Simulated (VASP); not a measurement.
# ScAl (Pm-3m) in VASP: further runs

Runs on ScAl. Level: PBEsol. Tasks: single point.

Everything below comes from runs of VASP 6.6.1. Logs are shortened: lines on timing, memory, paths and dates and some standing lists are left out, and cuts for length are marked.

### Step 1. The cell of the first run

The structure is cubic, space group Pm-3m (No. 221). Conventional cell: a = 3.193 Å, b = 3.193 Å, c = 3.193 Å, α = 90.00°, β = 90.00°, γ = 90.00°. Sc (site symmetry m-3m) has 8 Al at 2.77 Å and 6 Sc at 3.19 Å within 3.6 Å. Al (site symmetry m-3m) has 8 Sc at 2.77 Å and 6 Al at 3.19 Å within 3.6 Å.

### Step 2. Single point, PBEsol

Contents of INCAR:

```
PREC     = Accurate       # precision mode
ENCUT    = 520            # plane-wave cutoff, eV
EDIFF    = 1E-7           # SCF threshold, eV
ISMEAR   = -1             # smearing method
SIGMA    = 0.1            # smearing width, eV
LREAL    = False          # projectors in reciprocal space
LASPH    = True           # aspherical terms in the spheres
NELM     = 60             # most SCF steps
ALGO     = Normal         # electronic algorithm
ISIF     = 2              # what is computed and relaxed
LWAVE    = False          # write WAVECAR
LCHARG   = False          # write CHGCAR
GGA      = PS             # functional
NBANDS   = 14             # bands
```

Contents of KPOINTS:

```
Automatic mesh
0
Gamma
  14 14 14
```

Contents of POSCAR:

```
ScAl
1.0
    3.1932824368      0.0000000000      0.0000000000
    0.0000000000      3.1932824368      0.0000000000
    0.0000000000      0.0000000000      3.1932824368
Sc Al
1 1
Direct
    0.5000000000      0.5000000000      0.5000000000
    0.0000000000      0.0000000000      0.0000000000
```

Potentials or basis: VASP PAW PBE potentials, release 64 (Sc_sv, Al).

Run with:

```sh
cat potpaw_PBE.64/Sc_sv/POTCAR potpaw_PBE.64/Al/POTCAR > POTCAR
mpirun -np 1 vasp_std > vasp.out
```

OUTCAR:

```text
PREC = Accurate
   ENCUT = 520
   EDIFF = 1E-7
   ISMEAR = -1
   LREAL = False
   LASPH = True
   NELM = 60
   ISIF = 2
   GGA = PS

 ion  position               nearest neighbor table
   1  0.500  0.500  0.500-   2 2.77   2 2.77   2 2.77   2 2.77   2 2.77   2 2.77   2 2.77   2 2.77

   2  0.000  0.000  0.000-   1 2.77   1 2.77   1 2.77   1 2.77   1 2.77   1 2.77   1 2.77   1 2.77

  LATTYP: Found a simple cubic cell.
 ALAT       =     3.1932824368

  Lattice vectors:

 A1 = (   3.1932824368,   0.0000000000,   0.0000000000)
 A2 = (   0.0000000000,   3.1932824368,   0.0000000000)
 A3 = (   0.0000000000,   0.0000000000,   3.1932824368)

Analysis of symmetry for initial positions (statically):
=====================================================================
 Subroutine PRICEL returns:
 Original cell was already a primitive cell.

 Routine SETGRP: Setting up the symmetry group for a
 simple cubic supercell.

 Subroutine GETGRP returns: Found 48 space group operations
 (whereof 48 operations were pure point group operations)
 out of a pool of 48 trial point group operations.

The static configuration has the point symmetry O_h .

Analysis of symmetry for dynamics (positions and initial velocities):
=====================================================================
 Subroutine PRICEL returns:
 Original cell was already a primitive cell.

 Routine SETGRP: Setting up the symmetry group for a
 simple cubic supercell.

 Subroutine GETGRP returns: Found 48 space group operations
 (whereof 48 operations were pure point group operations)
 out of a pool of 48 trial point group operations.

The dynamic configuration has the point symmetry O_h .

 Subroutine INISYM returns: Found 48 space group operations
 (whereof 48 operations are pure point group operations),
 and found     1 'primitive' translations

----------------------------------------------------------------------------------------

                                     Primitive cell

  volume of cell :      32.5621

  direct lattice vectors                    reciprocal lattice vectors
     3.193282437  0.000000000  0.000000000     0.313157392  0.000000000  0.000000000
     0.000000000  3.193282437  0.000000000     0.000000000  0.313157392  0.000000000
     0.000000000  0.000000000  3.193282437     0.000000000  0.000000000  0.313157392

  length of vectors
     3.193282437  3.193282437  3.193282437     0.313157392  0.313157392  0.313157392

  position of ions in fractional coordinates (direct lattice)
     0.500000000  0.500000000  0.500000000
     0.000000000  0.000000000  0.000000000

  ion indices of the primitive-cell ions
   primitive index   ion index
                 1           1
                 2           2

----------------------------------------------------------------------------------------

 KPOINTS: Automatic mesh

Automatic generation of k-mesh.
 Grid dimensions read from file:
 generate k-points for:   14   14   14

 Generating k-lattice:

  Cartesian coordinates                     Fractional coordinates (reciprocal lattice)
     0.022368385  0.000000000  0.000000000     0.071428571  0.000000000  0.000000000
     0.000000000  0.022368385  0.000000000     0.000000000  0.071428571  0.000000000
     0.000000000  0.000000000  0.022368385     0.000000000  0.000000000  0.071428571

  Length of vectors
     0.022368385  0.022368385  0.022368385

  Shift w.r.t. Gamma in fractional coordinates (k-lattice)
     0.000000000  0.000000000  0.000000000

 Subroutine IBZKPT returns following result:
 ===========================================

 Found    120 irreducible k-points:

 Following reciprocal coordinates:
            Coordinates               Weight
  0.000000  0.000000  0.000000      1.000000
  0.071429  0.000000  0.000000      6.000000
  0.142857  0.000000  0.000000      6.000000
  0.214286  0.000000  0.000000      6.000000
  0.285714  0.000000  0.000000      6.000000
  0.357143  0.000000  0.000000      6.000000
[... 16 lines left out ...]
  0.285714  0.214286  0.000000     24.000000
  0.357143  0.214286  0.000000     24.000000
 [... further k-points ...]
   k-points           NKPTS =    120   k-points in BZ     NKDIM =    120   number of bands    NBANDS=     14
   number of dos      NEDOS =    301   number of ions     NIONS =      2
   total plane-waves  NPLWV =  13824
   dimension x,y,z NGX =    24 NGY =   24 NGZ =   24
   dimension x,y,z NGXF=    48 NGYF=   48 NGZF=   48
   ions per type =               1   1
   NGX,Y,Z   is equivalent  to a cutoff of  12.49, 12.49, 12.49 a.u.
   NGXF,Y,Z  is equivalent  to a cutoff of  24.99, 24.99, 24.99 a.u.
 SYSTEM =  unknown system
   PREC   = accura    normal or accurate (medium, high low for compatibility)
   ISTART =      0    job   : 0-new  1-cont  2-samecut
   ICHARG =      2    charge: 1-file 2-atom 10-const
   ISPIN  =      1    spin polarized calculation?
   LNONCOLLINEAR =      F non collinear calculations
   LSORBIT =      F    spin-orbit coupling
   LASPH  =      T    aspherical Exc in radial PAW
   ENCUT  =  520.0 eV  38.22 Ry    6.18 a.u.   5.94  5.94  5.94*2*pi/ulx,y,z
   NELM   =     60;   NELMIN=  2; NELMDL= -5     # of ELM steps
   EDIFF  = 0.1E-06   stopping-criterion for ELM
   LREAL  =      F    real-space projection
   EDIFFG = 0.1E-05   stopping-criterion for IOM
   NSW    =      0    number of steps for IOM
   IBRION =     -1    ionic relax: 0-MD 1-quasi-New 2-CG
   NFREE  =      0    steps in history (QN), initial steepest desc. (CG)
   ISIF   =      2    stress and relaxation
   ISYM   =      2    0-nonsym 1-usesym 2-fastsym
   POTIM  = 0.5000    time-step for ionic-motion
   TEBEG  =    0.0;   TEEND  =   0.0 temperature during run
   PSTRESS=    0.0 pullay stress
   NELECT =      14.0000    total number of electrons
   NUPDOWN=      -1.0000    fix difference up-down
   EMIN   =  10.00;   EMAX   =-10.00  energy-range for DOS
   EFERMI =   0.00;   METHOD = LEGACY
   ISMEAR =    -1;   SIGMA  =   0.10  broadening in eV -4-tet -1-fermi 0-gaus
   EFERMI_NEDOS =   21; number of points for ismear=-14 and -15
   IALGO  =     38    algorithm
   IMIX   =      4    mixing-type and parameters
     AMIX     =   0.40;   BMIX     =  1.00
     AMIX_MAG =   1.60;   BMIX_MAG =  1.00
  volume/ion in A,a.u.               =      16.28       109.87
  Fermi-wavevector in a.u.,A,eV,Ry     =   1.235606  2.334958 20.772333  1.526723
  Thomas-Fermi vector in A             =   2.370249
   LORBIT       =      0    0 simple, 1 ext, 2 COOP (PROOUT), +10 PAW based schemes
   GGA     = PS    functional components
   LHFCALC =     F    Hartree Fock is set to
   AEXX    =    0.0000 exact exchange contribution
   IVDW    =     0    specifies the selected vdW correction
   LEPSILON=     F    determine dielectric tensor
   LRPA    =     F    only Hartree local field effects (RPA)
 non-spin polarized calculation
  energy-cutoff  :      520.00
  volume of cell :       32.56
 maximum number of plane-waves:       912
 NGX is ok and might be reduce to    24
   NGX = 11   NGY = 11   NGZ = 11

 number of electron      14.0000008 magnetization

 Free energy of the ion-electron system (eV)
  ---------------------------------------------------
  ext. energy  EPLUGINS =         0.00000000
  ---------------------------------------------------
  free energy    TOTEN  =       -11.42624068 eV

  energy without entropy =      -11.40328492  energy(sigma->0) =      -11.41476280

 E-fermi :   7.2744     XC(G=0): -11.0818

 val. band max:        7.2594093111   @ k =   0.4286   0.4286   0.1429
 cond. band min:       7.2850776022   @ k =   0.5000   0.3571   0.0000
 fundamental gap:      0.0256682910
 Fermi energy:         7.2744284642

 k-point     1 :       0.0000    0.0000    0.0000
  band No.  band energies     occupation
      1     -41.4587      2.00000
      2     -20.1263      2.00000
      3     -20.1263      2.00000
      4     -20.1263      2.00000
      5      -1.7653      2.00000
      6       6.3187      1.99986
      7       6.3187      1.99986
      8      10.5123      0.00000
      9      10.5123      0.00000
     10      10.5123      0.00000
     11      11.8170      0.00000
     12      11.8170      0.00000
     13      11.8170      0.00000
     14      16.8971      0.00000

 k-point     2 :       0.0714    0.0000    0.0000
  band No.  band energies     occupation
      1     -41.4571      2.00000
      2     -20.1430      2.00000
      3     -20.1248      2.00000
      4     -20.1248      2.00000
      5      -1.6800      2.00000
      6       6.2632      1.99992
      7       6.3637      1.99978
      8      10.2201      0.00000
      9      10.2201      0.00000
     10      10.5265      0.00000
     11      11.5905      0.00000
     12      12.1577      0.00000
     13      12.1577      0.00000
     14      16.7145      0.00000

 k-point     3 :       0.1429    0.0000    0.0000
  band No.  band energies     occupation
      1     -41.4528      2.00000
      2     -20.1898      2.00000
      3     -20.1206      2.00000
      4     -20.1206      2.00000
      5      -1.4274      2.00000
      6       6.0453      1.99999
      7       6.4946      1.99918
      8       9.7023      0.00000
      9       9.7023      0.00000
     10      10.5667      0.00000
     11      11.1765      0.00000
     12      12.8249      0.00000
     13      12.8249      0.00000
     14      16.2185      0.00000
[... 324 lines left out ...]
 k-point    23 :       0.2857    0.2143    0.0000
  band No.  band energies     occupation
      1     -41.4278      2.00000
      2     -20.3128      2.00000
      3     -20.2315      2.00000
      4     -20.0963      2.00000
      5       0.1637      2.00000
      6       5.2318      2.00000
      7       6.2381      1.99994
      8       8.1806      0.00023
      9       8.9489      0.00000
     10       9.8217      0.00000
     11      11.5318      0.00000
     12      12.9226      0.00000
     13      15.4834      0.00000
     14      15.5067      0.00000

 k-point    24 :       0.3571    0.2143    0.0000
  band No.  band energies     occupation
      1     -41.4216      2.00000
      2     -20.3758      2.00000
      3     -20.2238      2.00000
      4     -20.0902      2.00000
      5       0.7583      2.00000
      6       4.3879      2.00000
      7       6.5383      1.99873
      8       8.0087      0.00129
      9       8.7053      0.00000
     10       9.8736      0.00000
     11      11.6035      0.00000
     12      13.3885      0.00000
     13      15.1226      0.00000
     14      16.0539      0.00000

 [... further k-points ...]
[... 5 lines left out ...]
  --------------------------------------------------------------------------------------
  -------------------------------------------------------------------------------------
  Total        3.0893352      3.0893352      3.0893352      0.0000000      0.0000000     -0.0000000
  in kB      152.0070095    152.0070095    152.0070095      0.0000000      0.0000000     -0.0000000
  external PRESSURE =     152.0070095 kB  Pullay stress =       0.0000000 kB

 VOLUME and BASIS-vectors are now :
 -----------------------------------------------------------------------------
  energy-cutoff  :      520.00
  volume of cell :       32.56
      direct lattice vectors                 reciprocal lattice vectors
     3.193282437  0.000000000  0.000000000     0.313157392  0.000000000  0.000000000
     0.000000000  3.193282437  0.000000000     0.000000000  0.313157392  0.000000000
     0.000000000  0.000000000  3.193282437     0.000000000  0.000000000  0.313157392

 POSITION                                       TOTAL-FORCE (eV/Angst)
 -----------------------------------------------------------------------------------
      1.59664      1.59664      1.59664         0.000000      0.000000      0.000000
      0.00000      0.00000      0.00000         0.000000      0.000000      0.000000
 -----------------------------------------------------------------------------------
    total drift:                                0.000000     -0.000000     -0.000000

  FREE ENERGIE OF THE ION-ELECTRON SYSTEM (eV)
  ---------------------------------------------------
  free  energy   TOTEN  =       -11.4262406754 eV

  energy  without entropy=      -11.4032849216  energy(sigma->0) =      -11.41476280
```

It took 20 s on 1 thread of Intel Xeon Platinum 8488C (Sapphire Rapids), shared host; peak memory 0.18 GiB.

What came out:

```yaml
Free_energy: -11.4262 eV
Pressure: 15.2 GPa
Band_gap_on_the_k_mesh: zero (band 7 reaches 7.56 eV, above the bottom of band 8 at 6.38 eV)
```

Levels at points of the mesh, in eV from the Fermi level:
```csv
k point,band 3,band 4,band 5,band 6,band 7,band 8,band 9,band 10,band 11,band 12
"(0.00, 0.00, 0.00)",-27.40,-27.40,-9.04,-0.96,-0.96,3.24,3.24,3.24,4.54,4.54
"(0.50, 0.00, 0.00)",-27.37,-27.37,-5.75,-4.90,0.21,0.92,0.92,3.54,4.66,6.24
"(0.50, 0.50, 0.00)",-27.68,-27.34,-5.04,-1.77,-1.77,-0.90,1.74,1.74,4.49,6.25
"(0.50, 0.50, 0.50)",-27.63,-27.63,-2.96,-2.96,-2.96,0.41,3.50,3.50,3.50,4.58
```

Caveat: the PAW data sets were made with another functional, which shifts forces and pressure a little.

### Step 3. Single point, PBEsol

This run uses another cell than the first one, of 16.93 Å³/atom, 1.040 times its volume.

Contents of INCAR:

```
SYSTEM = ScAl
PREC     = Accurate       ! precision mode
ENCUT    = 520            ! plane-wave cutoff, eV
EDIFF    = 1E-6           ! SCF threshold, eV
ISMEAR   = -1             ! smearing method
SIGMA    = 0.1            ! smearing width, eV
LREAL    = .False.        ! projectors in reciprocal space
LASPH    = .True.         ! aspherical terms in the spheres
NELM     = 80             ! most SCF steps
ALGO     = Normal         ! electronic algorithm
ISIF     = 2              ! what is computed and relaxed
LWAVE    = .False.        ! write WAVECAR
LCHARG   = .True.         ! write CHGCAR
GGA      = PS             ! functional
LELF     = .True.         ! ELF
LVHAR    = .True.       
NBANDS   = 14             ! bands
```

Contents of KPOINTS:

```
regular mesh
0
Gamma
  14 14 14
  0 0 0
```

Contents of POSCAR:

```
ScAl
1.0
    3.2350759527      0.0000000000      0.0000000000
    0.0000000000      3.2350759527      0.0000000000
    0.0000000000      0.0000000000      3.2350759527
Sc Al
1 1
Direct
    0.5000000000      0.5000000000      0.5000000000
    0.0000000000      0.0000000000      0.0000000000
```

Potentials or basis: VASP PAW PBE potentials, release 64 (Sc_sv, Al).

Run with:

```sh
cat potpaw_PBE.64/Sc_sv/POTCAR potpaw_PBE.64/Al/POTCAR > POTCAR
mpirun -np 1 vasp_std > vasp.out
```

It took 21 s on 1 thread of Intel Xeon Platinum 8488C (Sapphire Rapids), shared host; peak memory 0.18 GiB.

Results (log left out):

```yaml
Free_energy: -11.5288 eV
Pressure: 10.2 GPa
Band_gap_on_the_k_mesh: zero (band 7 reaches 7.24 eV, above the bottom of band 8 at 6.06 eV)
```

Levels at points of the mesh, in eV from the Fermi level:
| k point | band 3 | band 4 | band 5 | band 6 | band 7 | band 8 | band 9 | band 10 | band 11 | band 12 |
| --- | --- | --- | --- | --- | --- | --- | --- | --- | --- | --- |
| (0.00, 0.00, 0.00) | -27.52 | -27.52 | -8.91 | -0.88 | -0.88 | 3.11 | 3.11 | 3.11 | 4.33 | 4.33 |
| (0.50, 0.00, 0.00) | -27.50 | -27.50 | -5.74 | -4.82 | 0.23 | 0.89 | 0.89 | 3.39 | 4.45 | 6.19 |
| (0.50, 0.50, 0.00) | -27.76 | -27.47 | -4.96 | -1.81 | -1.81 | -0.89 | 1.69 | 1.69 | 4.29 | 5.93 |
| (0.50, 0.50, 0.50) | -27.72 | -27.72 | -2.86 | -2.86 | -2.86 | 0.18 | 3.34 | 3.34 | 3.34 | 4.37 |

Caveat: the PAW data sets were made with another functional, which shifts forces and pressure a little.
